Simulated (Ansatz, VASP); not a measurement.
# PtS2 in VASP and in Ansatz

The input INCAR:

```
PREC = Accurate
ENCUT = 570
EDIFF = 1E-7
ISMEAR = -1
SIGMA = 0.05
LREAL = False
LASPH = True
NELM = 120
ALGO = Normal
ISIF = 3
LWAVE = False
LCHARG = False
GGA = PS
IBRION = 2
NSW = 80
EDIFFG = -0.05
GGA_COMPAT = False
NELMIN = 4
```

File KPOINTS:

```
regular mesh
0
Gamma
  9 9 6
```

POSCAR

```
PtS2
1.0
    3.5432000000      0.0000000000      0.0000000000
   -1.7716000000      3.0685012107      0.0000000000
    0.0000000000      0.0000000000      5.0388000000
Pt S
1 2
Direct
    0.0000000000      0.0000000000      0.0000000000
    0.3333333333      0.6666666667      0.2270000000
    0.6666666667      0.3333333333      0.7730000000
```

Input for Ansatz:

```yaml
crystal:
  lattice:
    a: 3.5432
    b: 3.5432
    c: 5.0388
    alpha: 90.0
    beta: 90.0
    gamma: 120.0
  space_group: 164
  atoms:
    - { symbol: Pt, position: [0.0, 0.0, 0.0] }
    - { symbol: S, position: [0.3333333333333333, 0.6666666666666666, 0.227] }
basis:
  ecutwfc: 517.016338673772
kpoints:
  mp_grid:
    grid: [9, 9, 6]
hamiltonian:
  xc: pbesol
  dispersion: none
scf:
  occupations:
    method: fermi_dirac
    width: 0.05
relax:
  f_tol: 0.05
  max_steps: 60
  cell: {}
```

Alike in both runs: task relaxation of cell and atoms; functional PBEsol; k mesh 9 × 9 × 6; occupations fermi-dirac, width 0.05 eV; no spin polarisation.

```csv
,VASP,Ansatz
version,VASP 6.6.1,Ansatz 0.2.0
potentials or method,"VASP PAW PBE potentials, release 64 (Pt_sv_GW, S), cutoff 570 eV","plane waves, PAW"
valence electrons in the cell,30,30
```

VASP gave:

| Quantity | Value |
| --- | --- |
| relaxed volume (Å³/atom) | 17.41 |
| relaxed length of the cell vector where the two differ most in proportion (Å) | 4.736 |

Problem. Estimate Ansatz's values.

Solution. Relaxed volume (Å³/atom): 17.53; relaxed length of the cell vector where the two differ most in proportion (Å): 4.758.

VASP's potentials were made for PBE, not for PBEsol.

Neither program's run includes spin-orbit coupling.
